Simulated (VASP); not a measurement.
Write the native input for VASP 6.6.1 that does the following.

| Item | Value |
| --- | --- |
| Task | single point |
| Functional | PBE |
| Potentials or basis | VASP PAW PBE potentials, release 64 (Ho_3, Al, Te), 4f in core |
| Cutoff | 500 eV |
| k mesh | 8 × 8 × 8 |
| Occupations | gaussian, width 0.1 eV |
| Spin | no spin polarisation |
| Dipole correction | no |
| Mended | yes |
| Further INCAR settings | ALGO = Normal; EDIFF = 1e-06; NBANDS = 23 |

The structure of HoAlTe3 lies in POSCAR:

```
HoAlTe3
1.0
    5.3165046760      0.0000000000      0.0000000000
    0.0000000000      5.3165046760      0.0000000000
    0.0000000000      0.0000000000      5.3165046760
Ho Al Te
1 1 3
Direct
    0.5000000000      0.5000000000      0.5000000000
    0.0000000000      0.0000000000      0.0000000000
    0.5000000000      0.0000000000      0.0000000000
    0.0000000000      0.5000000000      0.0000000000
    0.0000000000      0.0000000000      0.5000000000
```

The cell was built from a structure type or drawn by symmetry, and may not be a known phase.

The input as run:

INCAR

```
SYSTEM = HoAlTe3
PREC = Accurate ; ENCUT = 500
EDIFF = 1E-6 ; ISMEAR = 0
SIGMA = 0.1 ; LREAL = .False.
LASPH = .True. ; NELM = 200
ALGO = Normal ; ISIF = 2
LWAVE = .False. ; LCHARG = .True.
GGA = PE ; LELF = .True.
LVHAR = .True. ; NBANDS = 23
GGA_COMPAT = .False. ; LMAXMIX = 6
```

KPOINTS

```
regular mesh
0
Gamma
  8 8 8
  0 0 0
```

Potentials or basis: VASP PAW PBE potentials, release 64 (Ho_3, Al, Te), 4f in core.

Launch:

```console
$ cat potpaw_PBE.64/Ho_3/POTCAR potpaw_PBE.64/Al/POTCAR potpaw_PBE.64/Te/POTCAR > POTCAR
$ mpirun -np 1 vasp_std > vasp.out
```

It gave:

| Item | Value |
| --- | --- |
| Pressure | 0.0 GPa |
| Band gap on the k mesh | zero (bands 15 and 16 overlap by 1.57 eV) |

Caveat: spin-orbit coupling is left out, which moves the levels of the heavy elements; the 4f electrons are frozen in the core, so they carry no moment and show no levels.

Wall time 82 s on 1 thread of AMD EPYC 7R13 Processor (Zen 3), on a shared host, peak memory 0.28 GiB.
